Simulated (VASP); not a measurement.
# CsH (Fm-3m) in VASP: notebook, part 3 of 4

VASP 6.6.1.

### 5 Vibrations by perturbation theory, LDA

This run uses another cell than the first one, of 28.33 Å³/atom, 1.342 times its volume.

INCAR

```
SYSTEM = CsH
PREC = Accurate ; ENCUT = 520
EDIFF = 1E-8 ; ISMEAR = 0
SIGMA = 0.01 ; LREAL = .False.
LASPH = .True. ; NELM = 100
ALGO = Normal ; ISIF = 2
LWAVE = .False. ; LCHARG = .False.
GGA = CA ; NBANDS = 12
IBRION = 8 ; NSW = 1
LEPSILON = .True.
```

KPOINTS

```
Automatic mesh
0
Gamma
  8 8 8
  0 0 0
```

POSCAR

```
CsH
1.0
    0.0000000000      3.0486175780      3.0486175780
    3.0486175780      0.0000000000      3.0486175780
    3.0486175780      3.0486175780      0.0000000000
Cs H
1 1
Direct
    0.0000000000      0.0000000000      0.0000000000
    0.5000000000      0.5000000000      0.5000000000
```

Potentials or basis: VASP PAW LDA potentials, release 64 (Cs_sv, H).

Started as:

```console
$ cat potpaw_LDA.64/Cs_sv/POTCAR potpaw_LDA.64/H/POTCAR > POTCAR
$ mpirun -np 1 vasp_std > vasp.out
```

OUTCAR:

```text
SYSTEM = CsH
   PREC = Accurate
   ENCUT = 520
   EDIFF = 1E-8
   ISMEAR = 0
   LREAL = .False.
   LASPH = .True.
   NELM = 100
   ISIF = 2
   GGA = CA
   IBRION = 8
   NSW = 1
   LEPSILON = .True.

 ion  position               nearest neighbor table
   1  0.000  0.000  0.000-
   2  0.500  0.500  0.500-

  LATTYP: Found a face centered cubic cell.
 ALAT       =     6.0972351560

  Lattice vectors:

 A1 = (   0.0000000000,   3.0486175780,   3.0486175780)
 A2 = (   3.0486175780,   0.0000000000,   3.0486175780)
 A3 = (   3.0486175780,   3.0486175780,   0.0000000000)

Analysis of symmetry for initial positions (statically):
=====================================================================
 Subroutine PRICEL returns:
 Original cell was already a primitive cell.

 Routine SETGRP: Setting up the symmetry group for a
 face centered cubic supercell.

 Subroutine GETGRP returns: Found 48 space group operations
 (whereof 48 operations were pure point group operations)
 out of a pool of 48 trial point group operations.

The static configuration has the point symmetry O_h .

Analysis of symmetry for dynamics (positions and initial velocities):
=====================================================================
 Subroutine PRICEL returns:
 Original cell was already a primitive cell.

 Routine SETGRP: Setting up the symmetry group for a
[... 618 lines left out ...]
  z     0.00000     0.00000     0.00000     0.00000     0.00000     0.00000

 PIEZOELECTRIC TENSOR (including local field effects)  for field in x, y, z        (C/m^2)
          XX          YY          ZZ          XY          YZ          ZX
  --------------------------------------------------------------------------------
  x     0.00000     0.00000     0.00000     0.00000     0.00000     0.00000
  y     0.00000     0.00000     0.00000     0.00000     0.00000     0.00000
  z     0.00000     0.00000     0.00000     0.00000     0.00000     0.00000

 BORN EFFECTIVE CHARGES (including local field effects) (in |e|, cummulative output)
 ---------------------------------------------------------------------------------
 ion    1
    1     1.15199    -0.00000     0.00000
    2    -0.00000     1.15199     0.00000
    3    -0.00000    -0.00000     1.15199
 ion    2
    1    -1.15199     0.00000    -0.00000
    2     0.00000    -1.15199    -0.00000
    3     0.00000     0.00000    -1.15199

 INTERNAL STRAIN TENSOR FOR ION    2 for displacements in x,y,z  (eV/Angst):
          X           Y           Z          XY          YZ          ZX
  --------------------------------------------------------------------------------
  x     0.00000     0.00000     0.00000     0.00000     0.00000     0.00000
  y     0.00000     0.00000     0.00000     0.00000     0.00000     0.00000
  z     0.00000     0.00000     0.00000     0.00000     0.00000     0.00000

 SECOND DERIVATIVES (NOT SYMMETRIZED)
 ------------------------------------
               1X          1Y          1Z          2X          2Y          2Z
  1X    -0.768868    0.000000    0.000000    0.768868    0.000000    0.000000
  1Y     0.000000   -0.768868    0.000000    0.000000    0.768868    0.000000
  1Z     0.000000    0.000000   -0.768868    0.000000    0.000000    0.768868
  2X     0.762551    0.000000    0.000000   -0.762551    0.000000    0.000000
  2Y     0.000000    0.762551    0.000000    0.000000   -0.762551    0.000000
  2Z     0.000000    0.000000    0.762551    0.000000    0.000000   -0.762551

 Eigenvectors and eigenvalues of the dynamical matrix
 ----------------------------------------------------

   1 f  =   13.703341 THz    86.100632 2PiTHz  457.094262 cm-1    56.672440 meV
             X         Y         Z           dx          dy          dz
      0.000000  0.000000  0.000000    -0.086774   -0.000000   -0.000000
      3.048618  3.048618  3.048618     0.996228   -0.000000   -0.000000
[... 21 lines left out ...]
   6 f/i=    0.004887 THz     0.030703 2PiTHz    0.163000 cm-1     0.020209 meV
             X         Y         Z           dx          dy          dz
      0.000000  0.000000  0.000000     0.035453    0.921208   -0.377610
      3.048618  3.048618  3.048618     0.003088    0.080240   -0.032891

--------------------------------------------------------------------------------------------------------

 MACROSCOPIC STATIC DIELECTRIC TENSOR IONIC CONTRIBUTION
 ------------------------------------------------------
           5.534217    -0.000000    -0.000000
          -0.000000     5.534217    -0.000000
          -0.000000    -0.000000     5.534217
 ------------------------------------------------------

 ELASTIC MODULI CONTR FROM IONIC RELAXATION (kBar)
 Direction    XX          YY          ZZ          XY          YZ          ZX
 --------------------------------------------------------------------------------
 XX           0.0000      0.0000      0.0000      0.0000      0.0000      0.0000
 YY           0.0000      0.0000      0.0000      0.0000      0.0000      0.0000
 ZZ           0.0000      0.0000      0.0000      0.0000      0.0000      0.0000
 XY           0.0000      0.0000      0.0000      0.0000      0.0000      0.0000
 YZ           0.0000      0.0000      0.0000      0.0000      0.0000      0.0000
 ZX           0.0000      0.0000      0.0000      0.0000      0.0000      0.0000
 --------------------------------------------------------------------------------

 PIEZOELECTRIC TENSOR IONIC CONTR  for field in x, y, z        (C/m^2)
          XX          YY          ZZ          XY          YZ          ZX
  --------------------------------------------------------------------------------
  x     0.00000     0.00000     0.00000     0.00000     0.00000     0.00000
  y     0.00000     0.00000     0.00000     0.00000     0.00000     0.00000
  z     0.00000     0.00000     0.00000     0.00000     0.00000     0.00000
```

OSZICAR:

```text
N       E                     dE             d eps       ncg     rms          rms(c)
DAV:   1     0.415174420769E+02    0.41517E+02   -0.43986E+03   696   0.705E+02
DAV:   2    -0.259525816843E+01   -0.44113E+02   -0.41947E+02   856   0.116E+02
DAV:   3    -0.573561102559E+01   -0.31404E+01   -0.31355E+01   888   0.329E+01
DAV:   4    -0.575744699618E+01   -0.21836E-01   -0.21835E-01   780   0.322E+00
[... 139 lines left out ...]
RMM:   7    -0.161889771350E-01   -0.36210E-05   -0.67843E-09  2421   0.416E-04    0.507E-05
RMM:   8    -0.161888377760E-01    0.13936E-06   -0.96350E-11  2505   0.554E-05    0.108E-05
RMM:   9    -0.161888612641E-01   -0.23488E-07   -0.11186E-11  2577   0.151E-05    0.300E-06
RMM:  10    -0.161888408221E-01    0.20442E-07   -0.15130E-12  2304   0.350E-06    0.948E-07
RMM:  11    -0.161888497561E-01   -0.89340E-08   -0.11528E-12  1856   0.976E-07    0.144E-07
 Linear response finished
```

stdout:

```text
POSCAR found type information on POSCAR CsH
 POSCAR found :  2 types and       2 ions
 scaLAPACK will be used
 LDA part: xc-table for (Slater(with rela. corr.)+CA(PZ))
 , standard interpolation
 POSCAR, INCAR and KPOINTS ok, starting setup
 FFT: planning ... GRIDC
 FFT: planning ... GRID_SOFT
 FFT: planning ... GRID
[... 24 lines left out ...]
 Linear response to external field, progress :
  Direction:   3
 dielectric tensor                  component  3 :     0.002    -0.022     3.619
 Linear response DOF=           2
 Linear response progress:
 first order change of Fermi-energy   0.45097E-03
 force on displaced ion       1 direction 1 :  -0.769   0.000   0.000
 Born effective charge ion    1 direction 1 :   1.152   0.000   0.000
 Linear response progress:
 first order change of Fermi-energy   0.70716E-04
 force on displaced ion       2 direction 1 :  -0.763   0.000   0.000
 Born effective charge ion    2 direction 1 :  -1.152   0.000   0.000
 Born effective charges drift removed
 Linear response finished
```

Run time: 3.5 min. Hardware: 1 thread of Intel Xeon Platinum 8259CL at 2.50GHz (Skylake/Cascade Lake), shared host; peak memory 0.25 GiB.

What came out:

```yaml
Electronic_dielectric_tensor_diagonal: 3.62
Born_charges_mean_of_the_diagonal: Cs +1.15; H -1.15 e
Highest_phonon_frequency_at_Γ_LO-TO_splitting_left_out: 457 cm⁻¹
```

Phonon frequencies in cm⁻¹ (negative: imaginary):
| q point | frequencies |
| --- | --- |
| (0.000, 0.000, 0.000) | 0 0 0 457 457 457 |

Electronic dielectric tensor:
```
3.62 0.00 0.00
0.00 3.62 0.00
0.00 0.00 3.62
```

Born effective charge tensors (e):
atom 1, Cs
```
1.15 0.00 0.00
0.00 1.15 0.00
0.00 0.00 1.15
```
atom 2, H
```
-1.15  0.00  0.00
 0.00 -1.15  0.00
 0.00  0.00 -1.15
```

Caveat: spin-orbit coupling is left out, which moves the levels of the heavy elements.

### 6 Vibrations by perturbation theory, LDA (phonons at volume x 1.02)

INCAR

```
PREC = Accurate
ENCUT = 520
EDIFF = 1E-8
ISMEAR = 0
SIGMA = 0.01
LREAL = False
LASPH = True
NELM = 80
ALGO = Normal
ISIF = 2
LWAVE = False
LCHARG = True
GGA = CA
IBRION = 8
NSW = 1
LEPSILON = True
```

KPOINTS

```
Automatic mesh
0
Gamma
  8 8 8
```

POSCAR

```
CsH
1.0
    0.0000000000      3.0688076868      3.0688076868
    3.0688076868      0.0000000000      3.0688076868
    3.0688076868      3.0688076868      0.0000000000
Cs H
1 1
Direct
    0.0000000000      0.0000000000      0.0000000000
    0.5000000000      0.5000000000      0.5000000000
```

Potentials or basis: VASP PAW LDA potentials, release 64 (Cs_sv, H).

Started as:

```console
$ cat potpaw_LDA.64/Cs_sv/POTCAR potpaw_LDA.64/H/POTCAR > POTCAR
$ mpirun -np 1 vasp_std > vasp.out
```

OUTCAR:

```text
PREC = Accurate
   ENCUT = 520
   EDIFF = 1E-8
   ISMEAR = 0
   LREAL = False
   LASPH = True
   NELM = 80
   ISIF = 2
   GGA = CA
   IBRION = 8
   NSW = 1
   LEPSILON = True

 ion  position               nearest neighbor table
   1  0.000  0.000  0.000-
   2  0.500  0.500  0.500-

  LATTYP: Found a face centered cubic cell.
 ALAT       =     6.1376153736

  Lattice vectors:

 A1 = (   0.0000000000,   3.0688076868,   3.0688076868)
 A2 = (   3.0688076868,   0.0000000000,   3.0688076868)
 A3 = (   3.0688076868,   3.0688076868,   0.0000000000)

Analysis of symmetry for initial positions (statically):
=====================================================================
 Subroutine PRICEL returns:
 Original cell was already a primitive cell.

 Routine SETGRP: Setting up the symmetry group for a
 face centered cubic supercell.

 Subroutine GETGRP returns: Found 48 space group operations
 (whereof 48 operations were pure point group operations)
 out of a pool of 48 trial point group operations.

The static configuration has the point symmetry O_h .

Analysis of symmetry for dynamics (positions and initial velocities):
=====================================================================
 Subroutine PRICEL returns:
 Original cell was already a primitive cell.

 Routine SETGRP: Setting up the symmetry group for a
 face centered cubic supercell.

 Subroutine GETGRP returns: Found 48 space group operations
 (whereof 48 operations were pure point group operations)
 out of a pool of 48 trial point group operations.

The dynamic configuration has the point symmetry O_h .

 Subroutine INISYM returns: Found 48 space group operations
 (whereof 48 operations are pure point group operations),
 and found     1 'primitive' translations

----------------------------------------------------------------------------------------

                                     Primitive cell

  volume of cell :      57.8015

  direct lattice vectors                    reciprocal lattice vectors
     0.000000000  3.068807687  3.068807687    -0.162929727  0.162929727  0.162929727
     3.068807687  0.000000000  3.068807687     0.162929727 -0.162929727  0.162929727
     3.068807687  3.068807687  0.000000000     0.162929727  0.162929727 -0.162929727

  length of vectors
     4.339949451  4.339949451  4.339949451     0.282202566  0.282202566  0.282202566

  position of ions in fractional coordinates (direct lattice)
     0.000000000  0.000000000  0.000000000
     0.500000000  0.500000000  0.500000000

[... 474 lines left out ...]

 PIEZOELECTRIC TENSOR FIELD DIRECTION 3  (C/m^2)
 -----------------------------------------------------------------------------
    -0.00010  0.00000 -0.00000
     0.00000 -0.00010 -0.00000
     0.00000 -0.00000 -0.00007

--------------------------------------- Ionic step        4  -------------------------------------------

------------------------ aborting loop because EDIFF is reached ----------------------------------------

[... ionic steps 5 to 6 ...]

--------------------------------------- Ionic step        7  -------------------------------------------

 Free energy of the ion-electron system (eV)
  ---------------------------------------------------
  ---------------------------------------------------
  free energy    TOTEN  =        -0.01613033 eV

  energy without entropy =       -0.01613033

------------------------ aborting loop because EDIFF is reached ----------------------------------------

 INTERNAL STRAIN TENSOR  FOR ION    2  DIRECTION 1   (eV/Angst):
 -----------------------------------------------------------------------------
     0.00706  0.00000  0.00000
     0.00000  0.00230 -0.00000
     0.00000 -0.00000  0.00230

 MACROSCOPIC STATIC DIELECTRIC TENSOR (including local field effects in DFT)
 ------------------------------------------------------
           3.562188     0.000000    -0.000000
          -0.000000     3.562188    -0.000000
          -0.000000     0.000000     3.562188
 ------------------------------------------------------

 PIEZOELECTRIC TENSOR (including local field effects)  for field in x, y, z        (e  Angst)
          XX          YY          ZZ          XY          YZ          ZX
  --------------------------------------------------------------------------------
  x     0.00000     0.00000     0.00000     0.00000     0.00000     0.00000
  y     0.00000     0.00000     0.00000     0.00000     0.00000     0.00000
  z     0.00000     0.00000     0.00000     0.00000     0.00000     0.00000

 PIEZOELECTRIC TENSOR (including local field effects)  for field in x, y, z        (C/m^2)
          XX          YY          ZZ          XY          YZ          ZX
  --------------------------------------------------------------------------------
  x     0.00000     0.00000     0.00000     0.00000     0.00000     0.00000
  y     0.00000     0.00000     0.00000     0.00000     0.00000     0.00000
  z     0.00000     0.00000     0.00000     0.00000     0.00000     0.00000

 BORN EFFECTIVE CHARGES (including local field effects) (in |e|, cummulative output)
 ---------------------------------------------------------------------------------
 ion    1
    1     1.14755    -0.00000     0.00000
    2     0.00000     1.14755     0.00000
    3     0.00000     0.00000     1.14755
 ion    2
    1    -1.14755     0.00000     0.00000
    2    -0.00000    -1.14755     0.00000
    3     0.00000     0.00000    -1.14755

 INTERNAL STRAIN TENSOR FOR ION    2 for displacements in x,y,z  (eV/Angst):
          X           Y           Z          XY          YZ          ZX
  --------------------------------------------------------------------------------
  x     0.00000     0.00000     0.00000     0.00000     0.00000     0.00000
  y     0.00000     0.00000     0.00000     0.00000     0.00000     0.00000
  z     0.00000     0.00000     0.00000     0.00000     0.00000     0.00000

 SECOND DERIVATIVES (NOT SYMMETRIZED)
 ------------------------------------
               1X          1Y          1Z          2X          2Y          2Z
  1X    -0.707937    0.000000    0.000000    0.707937    0.000000    0.000000
  1Y     0.000000   -0.707937    0.000000    0.000000    0.707937    0.000000
  1Z     0.000000    0.000000   -0.707937    0.000000    0.000000    0.707937
  2X     0.713660    0.000000    0.000000   -0.713660    0.000000    0.000000
  2Y     0.000000    0.713660    0.000000    0.000000   -0.713660    0.000000
  2Z     0.000000    0.000000    0.713660    0.000000    0.000000   -0.713660

 Eigenvectors and eigenvalues of the dynamical matrix
 ----------------------------------------------------

   1 f  =   13.255963 THz    83.289671 2PiTHz  442.171326 cm-1    54.822233 meV
             X         Y         Z           dx          dy          dz
      0.000000  0.000000  0.000000     0.000000    0.086075    0.000000
      3.068808  3.068808  3.068808     0.000000   -0.996289    0.000000
[... 21 lines left out ...]
   6 f/i=    0.004577 THz     0.028756 2PiTHz    0.152661 cm-1     0.018928 meV
             X         Y         Z           dx          dy          dz
      0.000000  0.000000  0.000000     0.000000    0.000000    0.996289
      3.068808  3.068808  3.068808     0.000000    0.000000    0.086075

--------------------------------------------------------------------------------------------------------

 MACROSCOPIC STATIC DIELECTRIC TENSOR IONIC CONTRIBUTION
 ------------------------------------------------------
           5.799883     0.000000     0.000000
           0.000000     5.799883     0.000000
           0.000000     0.000000     5.799883
 ------------------------------------------------------

 ELASTIC MODULI CONTR FROM IONIC RELAXATION (kBar)
 Direction    XX          YY          ZZ          XY          YZ          ZX
 --------------------------------------------------------------------------------
 XX           0.0000      0.0000      0.0000      0.0000      0.0000      0.0000
 YY           0.0000      0.0000      0.0000      0.0000      0.0000      0.0000
 ZZ           0.0000      0.0000      0.0000      0.0000      0.0000      0.0000
 XY           0.0000      0.0000      0.0000      0.0000      0.0000      0.0000
 YZ           0.0000      0.0000      0.0000      0.0000      0.0000      0.0000
 ZX           0.0000      0.0000      0.0000      0.0000      0.0000      0.0000
 --------------------------------------------------------------------------------

 PIEZOELECTRIC TENSOR IONIC CONTR  for field in x, y, z        (C/m^2)
          XX          YY          ZZ          XY          YZ          ZX
  --------------------------------------------------------------------------------
  x     0.00000     0.00000     0.00000     0.00000     0.00000     0.00000
  y     0.00000     0.00000     0.00000     0.00000     0.00000     0.00000
  z     0.00000     0.00000     0.00000     0.00000     0.00000     0.00000
```

stdout:

```text
POSCAR found type information on POSCAR CsH
 POSCAR found :  2 types and       2 ions
 scaLAPACK will be used
 LDA part: xc-table for (Slater(with rela. corr.)+CA(PZ))
 , standard interpolation
 POSCAR, INCAR and KPOINTS ok, starting setup
 FFT: planning ... GRIDC
 FFT: planning ... GRID_SOFT
 FFT: planning ... GRID
[... 24 lines left out ...]
 Linear response to external field, progress :
  Direction:   3
 dielectric tensor                  component  3 :     0.008    -0.025     3.562
 Linear response DOF=           2
 Linear response progress:
 first order change of Fermi-energy   0.34855E-03
 force on displaced ion       1 direction 1 :  -0.708   0.000   0.000
 Born effective charge ion    1 direction 1 :   1.147   0.000   0.000
 Linear response progress:
 first order change of Fermi-energy   0.12524E-03
 force on displaced ion       2 direction 1 :  -0.714   0.000   0.000
 Born effective charge ion    2 direction 1 :  -1.148   0.000   0.000
 Born effective charges drift removed
 Linear response finished
```

Run time: 3.2 min. Hardware: 1 thread of Intel Xeon Platinum 8259CL at 2.50GHz (Skylake/Cascade Lake), shared host; peak memory 0.24 GiB.

What came out:

```
Electronic dielectric tensor (diagonal)                 : 3.56
Born charges (mean of the diagonal)                     : Cs +1.15; H -1.15 e
Highest phonon frequency at Γ, LO-TO splitting left out : 442 cm⁻¹
```

Phonon frequencies in cm⁻¹ (negative: imaginary):
| q point | frequencies |
| --- | --- |
| (0.000, 0.000, 0.000) | 0 0 0 442 442 442 |

Electronic dielectric tensor:
```
3.56 0.00 0.00
0.00 3.56 0.00
0.00 0.00 3.56
```

Born effective charge tensors (e):
atom 1, Cs
```
1.15 0.00 0.00
0.00 1.15 0.00
0.00 0.00 1.15
```
atom 2, H
```
-1.15  0.00  0.00
 0.00 -1.15  0.00
 0.00  0.00 -1.15
```

Caveat: the cell differs from its parent crystal (phonons at volume x 1.02); spin-orbit coupling is left out, which moves the levels of the heavy elements.

[end of part 3 of 4]
